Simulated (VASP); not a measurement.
# LiF (Fm-3m) in VASP: further runs, part 2 of 2

VASP 6.6.1.

## (3) Single point, PBE+D4

This run uses another cell than the first one, of 8.27 Å³/atom, 1.012 times its volume.

Input file INCAR:

```
SYSTEM = LiF
  PREC = Accurate
  ENCUT = 520
  EDIFF = 1E-6
  ISMEAR = 0
  SIGMA = 0.05
  LREAL = .FALSE.
  LASPH = .TRUE.
  NELM = 60
  ALGO = Normal
  ISIF = 2
  LWAVE = .FALSE.
  LCHARG = .FALSE.
  GGA = PE
  IVDW = 13
  NBANDS = 12
```

Input file KPOINTS:

```
Automatic mesh
0
G
  10 10 10
  0 0 0
```

Input file POSCAR:

```
LiF
1.0
    0.0000000000      2.0222973505      2.0222973505
    2.0222973505      0.0000000000      2.0222973505
    2.0222973505      2.0222973505      0.0000000000
Li F
1 1
Direct
    0.0000000000      0.0000000000      0.0000000000
    0.5000000000      0.5000000000      0.5000000000
```

Potentials or basis: VASP PAW PBE potentials, release 64 (Li_sv, F).

The run is started by

```sh
> cat potpaw_PBE.64/Li_sv/POTCAR potpaw_PBE.64/F/POTCAR > POTCAR
> mpirun -np 1 vasp_std > vasp.out
```

OUTCAR:

```text
SYSTEM = LiF
   PREC = Accurate
   ENCUT = 520
   EDIFF = 1E-6
   ISMEAR = 0
   LREAL = .FALSE.
   LASPH = .TRUE.
   NELM = 60
   ISIF = 2
   GGA = PE
   IVDW = 13

 ion  position               nearest neighbor table
   1  0.000  0.000  0.000-   2 2.02   2 2.02   2 2.02   2 2.02   2 2.02   2 2.02
   2  0.500  0.500  0.500-   1 2.02   1 2.02   1 2.02   1 2.02   1 2.02   1 2.02

  LATTYP: Found a face centered cubic cell.
 ALAT       =     4.0445947010

  Lattice vectors:

 A1 = (   0.0000000000,   2.0222973505,   2.0222973505)
 A2 = (   2.0222973505,   0.0000000000,   2.0222973505)
 A3 = (   2.0222973505,   2.0222973505,   0.0000000000)

Analysis of symmetry for initial positions (statically):
=====================================================================
 Subroutine PRICEL returns:
 Original cell was already a primitive cell.

 Routine SETGRP: Setting up the symmetry group for a
 face centered cubic supercell.

 Subroutine GETGRP returns: Found 48 space group operations
 (whereof 48 operations were pure point group operations)
 out of a pool of 48 trial point group operations.

The static configuration has the point symmetry O_h .

Analysis of symmetry for dynamics (positions and initial velocities):
=====================================================================
 Subroutine PRICEL returns:
 Original cell was already a primitive cell.

 Routine SETGRP: Setting up the symmetry group for a
 face centered cubic supercell.

 Subroutine GETGRP returns: Found 48 space group operations
 (whereof 48 operations were pure point group operations)
 out of a pool of 48 trial point group operations.

The dynamic configuration has the point symmetry O_h .

 Subroutine INISYM returns: Found 48 space group operations
 (whereof 48 operations are pure point group operations),
 and found     1 'primitive' translations

----------------------------------------------------------------------------------------

                                     Primitive cell

  volume of cell :      16.5411

  direct lattice vectors                    reciprocal lattice vectors
     0.000000000  2.022297351  2.022297351    -0.247243562  0.247243562  0.247243562
     2.022297351  0.000000000  2.022297351     0.247243562 -0.247243562  0.247243562
     2.022297351  2.022297351  0.000000000     0.247243562  0.247243562 -0.247243562

  length of vectors
     2.859960340  2.859960340  2.859960340     0.428238411  0.428238411  0.428238411

  position of ions in fractional coordinates (direct lattice)
     0.000000000  0.000000000  0.000000000
     0.500000000  0.500000000  0.500000000

  ion indices of the primitive-cell ions
   primitive index   ion index
                 1           1
                 2           2

----------------------------------------------------------------------------------------

 KPOINTS: Automatic mesh

Automatic generation of k-mesh.
 Grid dimensions read from file:
 generate k-points for:   10   10   10

 Generating k-lattice:

  Cartesian coordinates                     Fractional coordinates (reciprocal lattice)
    -0.024724356  0.024724356  0.024724356     0.100000000  0.000000000  0.000000000
     0.024724356 -0.024724356  0.024724356     0.000000000  0.100000000  0.000000000
     0.024724356  0.024724356 -0.024724356     0.000000000  0.000000000  0.100000000

  Length of vectors
[... 39 lines left out ...]
   total plane-waves  NPLWV =  13824
   dimension x,y,z NGX =    24 NGY =   24 NGZ =   24
   dimension x,y,z NGXF=    48 NGYF=   48 NGZF=   48
   ions per type =               1   1
   NGX,Y,Z   is equivalent  to a cutoff of  13.95, 13.95, 13.95 a.u.
   NGXF,Y,Z  is equivalent  to a cutoff of  27.90, 27.90, 27.90 a.u.
 SYSTEM =  LiF
   PREC   = accura    normal or accurate (medium, high low for compatibility)
   ISTART =      0    job   : 0-new  1-cont  2-samecut
   ICHARG =      2    charge: 1-file 2-atom 10-const
   ISPIN  =      1    spin polarized calculation?
   LNONCOLLINEAR =      F non collinear calculations
   LSORBIT =      F    spin-orbit coupling
   LASPH  =      T    aspherical Exc in radial PAW
   ENCUT  =  520.0 eV  38.22 Ry    6.18 a.u.   5.32  5.32  5.32*2*pi/ulx,y,z
   NELM   =     60;   NELMIN=  2; NELMDL= -5     # of ELM steps
   EDIFF  = 0.1E-05   stopping-criterion for ELM
   LREAL  =      F    real-space projection
   EDIFFG = 0.1E-04   stopping-criterion for IOM
   NSW    =      0    number of steps for IOM
   IBRION =     -1    ionic relax: 0-MD 1-quasi-New 2-CG
   NFREE  =      0    steps in history (QN), initial steepest desc. (CG)
   ISIF   =      2    stress and relaxation
   ISYM   =      2    0-nonsym 1-usesym 2-fastsym
   POTIM  = 0.5000    time-step for ionic-motion
   TEBEG  =    0.0;   TEEND  =   0.0 temperature during run
   PSTRESS=    0.0 pullay stress
   NELECT =      10.0000    total number of electrons
   NUPDOWN=      -1.0000    fix difference up-down
   EMIN   =  10.00;   EMAX   =-10.00  energy-range for DOS
   EFERMI =   0.00;   METHOD = LEGACY
   ISMEAR =     0;   SIGMA  =   0.05  broadening in eV -4-tet -1-fermi 0-gaus
   EFERMI_NEDOS =   21; number of points for ismear=-14 and -15
   IALGO  =     38    algorithm
   IMIX   =      4    mixing-type and parameters
     AMIX     =   0.40;   BMIX     =  1.00
     AMIX_MAG =   1.60;   BMIX_MAG =  1.00
  volume/ion in A,a.u.               =       8.27        55.81
  Fermi-wavevector in a.u.,A,eV,Ry     =   1.384267  2.615885 26.071412  1.916195
  Thomas-Fermi vector in A             =   2.508787
   LORBIT       =      0    0 simple, 1 ext, 2 COOP (PROOUT), +10 PAW based schemes
   GGA     = PE    functional components
   LHFCALC =     F    Hartree Fock is set to
   AEXX    =    0.0000 exact exchange contribution
   IVDW    =    13    specifies the selected vdW correction
   LEPSILON=     F    determine dielectric tensor
   LRPA    =     F    only Hartree local field effects (RPA)
 non-spin polarized calculation
 Gauss-broadening in eV      SIGMA  =   0.05
  energy-cutoff  :      520.00
  volume of cell :       16.54
 maximum number of plane-waves:       459
 NGX is ok and might be reduce to    24
   NGX = 11   NGY = 11   NGZ = 11

 number of electron      10.0000000 magnetization

 number of electron       9.9999991 magnetization

 Free energy of the ion-electron system (eV)
  ---------------------------------------------------
  ext. energy  EPLUGINS =         0.00000000
  ---------------------------------------------------
  free energy    TOTEN  =        -9.63973669 eV

  energy without entropy =       -9.63973669  energy(sigma->0) =       -9.63973669

 E-fermi :  -0.7672     XC(G=0):  -9.9225

 val. band max:       -1.0925355216   @ k =   0.0000   0.0000   0.0000
 cond. band min:       7.8859126903   @ k =   0.0000   0.0000   0.0000
 fundamental gap:      8.9784482119
 Fermi energy:        -0.7671534210

 k-point     1 :       0.0000    0.0000    0.0000
  band No.  band energies     occupation
      1     -42.0411      2.00000
      2     -21.0336      2.00000
      3      -1.0925      2.00000
      4      -1.0925      2.00000
      5      -1.0925      2.00000
      6       7.8859      0.00000
      7      22.7107      0.00000
      8      22.7107      0.00000
      9      22.7107      0.00000
     10      23.1096      0.00000
     11      23.1096      0.00000
     12      23.1096      0.00000
[... 331 lines left out ...]
 k-point    24 :       0.4000    0.3000    0.0000
  band No.  band energies     occupation
      1     -41.9840      2.00000
      2     -20.5183      2.00000
      3      -3.3715      2.00000
      4      -1.9487      2.00000
      5      -1.8389      2.00000
      6      11.8737      0.00000
      7      15.6197      0.00000
      8      17.3143      0.00000
      9      18.9333      0.00000
     10      19.9972      0.00000
     11      32.5448      0.00000
     12      33.6002      0.00000

 [... further k-points ...]

------------------------ aborting loop because EDIFF is reached ----------------------------------------

  DFT-D4 for vdW energy calculation

  Edisp (eV):   -0.12387

  FORCE on cell =-STRESS in cart. coord.  units (eV):
  Direction    XX          YY          ZZ          XY          YZ          ZX
  --------------------------------------------------------------------------------------
  -------------------------------------------------------------------------------------
  Total      -0.04856    -0.04856    -0.04856    -0.00000     0.00000     0.00000
  in kB      -4.70342    -4.70342    -4.70342    -0.00000     0.00000     0.00000
  external pressure =       -4.70 kB  Pullay stress =        0.00 kB

 VOLUME and BASIS-vectors are now :
 -----------------------------------------------------------------------------
  energy-cutoff  :      520.00
  volume of cell :       16.54
      direct lattice vectors                 reciprocal lattice vectors
     0.000000000  2.022297351  2.022297351    -0.247243562  0.247243562  0.247243562
     2.022297351  0.000000000  2.022297351     0.247243562 -0.247243562  0.247243562
     2.022297351  2.022297351  0.000000000     0.247243562  0.247243562 -0.247243562

 POSITION                                       TOTAL-FORCE (eV/Angst)
 -----------------------------------------------------------------------------------
      0.00000      0.00000      0.00000         0.000000     -0.000000      0.000000
      2.02230      2.02230      2.02230        -0.000000      0.000000      0.000000
 -----------------------------------------------------------------------------------
    total drift:                               -0.000000     -0.000000      0.000000

  FREE ENERGIE OF THE ION-ELECTRON SYSTEM (eV)
  ---------------------------------------------------
  free  energy   TOTEN  =        -9.7636095344 eV

  energy  without entropy=       -9.7636095344  energy(sigma->0) =       -9.76360953
```

OSZICAR:

```text
N       E                     dE             d eps       ncg     rms          rms(c)
DAV:   1     0.340370961863E+02    0.34037E+02   -0.53227E+03  1152   0.837E+02
DAV:   2    -0.900716166963E+01   -0.43044E+02   -0.42055E+02  1332   0.189E+02
DAV:   3    -0.101416070374E+02   -0.11344E+01   -0.11328E+01  1504   0.268E+01
DAV:   4    -0.101506650928E+02   -0.90581E-02   -0.90577E-02  1260   0.267E+00
DAV:   5    -0.101507597356E+02   -0.94643E-04   -0.94643E-04  1504   0.211E-01    0.454E+00
DAV:   6    -0.962841190056E+01    0.52235E+00   -0.25168E+00  1240   0.981E+00    0.140E+00
DAV:   7    -0.963275549661E+01   -0.43436E-02   -0.18298E-02  1504   0.118E+00    0.863E-01
DAV:   8    -0.963963204819E+01   -0.68766E-02   -0.15365E-02  1400   0.128E+00    0.113E-01
DAV:   9    -0.963965037890E+01   -0.18331E-04   -0.94836E-04  1312   0.275E-01    0.434E-02
DAV:  10    -0.963973340074E+01   -0.83022E-04   -0.13935E-04  1300   0.908E-02    0.145E-02
DAV:  11    -0.963973606054E+01   -0.26598E-05   -0.57308E-06  1432   0.227E-02    0.176E-03
DAV:  12    -0.963973668737E+01   -0.62683E-06   -0.50213E-07  1296   0.615E-03
   1 F= -.97636095E+01 E0= -.97636095E+01  d E =-.914372E-22
```

stdout:

```text
POSCAR found type information on POSCAR LiF
 POSCAR found :  2 types and       2 ions
 scaLAPACK will be used
 LDA part: xc-table for (Slater+PW92), standard interpolation
 POSCAR, INCAR and KPOINTS ok, starting setup
 FFT: planning ... GRIDC
 FFT: planning ... GRID_SOFT
 FFT: planning ... GRID
 WAVECAR not read
 entering main loop
```

Run time: 7.4 s. Hardware: 1 thread of Intel Xeon Platinum 8488C (Sapphire Rapids), shared host; peak memory 0.13 GiB.

What came out:

| Item | Value |
| --- | --- |
| Free energy | -9.7636 eV |
| Band gap on the k mesh | 8.98 eV, direct |
| Dispersion energy per atom | -0.062 eV |

Caveat: the cutoff is under 1.25 times the usual one of these potentials, so pressure, stress and relaxed cells hold a basis-set (Pulay) error. Expect the measured gap to be larger: semilocal functionals such as PBE lack the derivative discontinuity.

## (4) Single point, PBE+D4 (volume scaled by 0.98)

Input file INCAR:

```
PREC = Accurate
ENCUT = 520
EDIFF = 1E-7
ISMEAR = 0
SIGMA = 0.05
LREAL = F
LASPH = T
NELM = 60
ALGO = Normal
ISIF = 2
LWAVE = F
LCHARG = F
GGA = PE
IVDW = 13
NBANDS = 12
```

Input file KPOINTS:

```
Automatic mesh
0
Gamma
  10 10 10
```

Input file POSCAR:

```
LiF
1.0
    0.0000000000      2.0087244761      2.0087244761
    2.0087244761      0.0000000000      2.0087244761
    2.0087244761      2.0087244761      0.0000000000
Li F
1 1
Direct
    0.0000000000      0.0000000000      0.0000000000
    0.5000000000      0.5000000000      0.5000000000
```

The run is started by

```sh
> cat potpaw_PBE.64/Li_sv/POTCAR potpaw_PBE.64/F/POTCAR > POTCAR
> mpirun -np 1 vasp_std > vasp.out
```

Wall time 9.6 s (1 thread of Intel Xeon Platinum 8488C (Sapphire Rapids), shared host); peak memory 0.13 GiB.

Results (log left out):

```
Free energy                : -9.7621 eV
Band gap on the k mesh     : 9.17 eV, direct
Dispersion energy per atom : -0.063 eV
```

Levels at points of the mesh, in eV from the valence-band top:
| k point | band 3 | band 4 | band 5 | band 6 | band 7 | band 8 |
| --- | --- | --- | --- | --- | --- | --- |
| (0.00, 0.00, 0.00) | 0.00 | 0.00 | 0.00 | 9.17 | 24.07 | 24.07 |
| (0.50, 0.00, 0.00) | -2.54 | -0.23 | -0.23 | 10.81 | 16.83 | 18.96 |
| (0.50, 0.50, 0.00) | -3.04 | -1.01 | -1.01 | 14.89 | 16.51 | 17.55 |

Caveat: the cell differs from its parent crystal (volume scaled by 0.98); the cutoff is under 1.25 times the usual one of these potentials, so pressure, stress and relaxed cells hold a basis-set (Pulay) error.

## (5) Overview

| cell | gap on the mesh (eV) |
| --- | --- |
| a = 2.848 Å, angles 60.0°, 2 atoms | 9.09 |
| a = 2.860 Å, angles 60.0°, 2 atoms | 8.98 |
| a = 2.841 Å, angles 60.0°, 2 atoms | 9.17 |

Alike in all rows: task single point; level PBE+D4; potentials or basis VASP PAW PBE potentials, release 64 (Li_sv, F); no spin polarisation; k mesh 10 × 10 × 10; cutoff (eV) 520; smearing gaussian 0.05 eV.

Caveats: the cutoff is under 1.25 times the usual one of these potentials, so pressure, stress and relaxed cells hold a basis-set (Pulay) error.

Absolute energies hang on the potentials; compare differences alone.
